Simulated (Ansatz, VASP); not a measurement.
ZnS: VASP beside Ansatz

```
Zn S
1.0
     3.61624    0.00000    0.00000
     0.00000    3.85508    0.00000
     0.00000    0.00000    9.03504
Zn S
3 3
Direct
  0.50000 0.50000 0.16894
  0.50000 0.50000 0.83106
  0.00000 0.00000 0.50000
  0.50000 0.00000 0.31940
  0.00000 0.50000 0.00000
  0.50000 0.00000 0.68060
```

Alike in both runs: functional PBE; k mesh 6 × 6 × 2; occupations gaussian, width 0.1 eV; no spin polarisation.

Ansatz relaxed the structure, and its values are those at the end. VASP's run is a single point on that final structure, the one shown.

|  | VASP | Ansatz |
| --- | --- | --- |
| version | VASP 6.6.1 | Ansatz 0.2.0 |
| potentials or method | VASP PAW PBE potentials, release 64 (Zn, S), cutoff 520 eV | scalar-relativistic, plane waves, PAW |
| valence electrons in the cell | 54 | 54 |

Ansatz gave:

```
gap on the k mesh at the Fermi level (eV) : 0.76
least direct gap on the mesh (eV)         : 1.10
pressure (GPa)                            : 0.1
rms of the force components (eV/Å)        : 0.003
```

Problem. Which values does VASP return?

Solution. gap on the k mesh at the Fermi level (eV): 0.77; least direct gap on the mesh (eV): 1.11; pressure (GPa): 0.3; rms of the force components (eV/Å): 0.004.

The functional is the same, so the differences come from potentials, cutoffs and numerics.
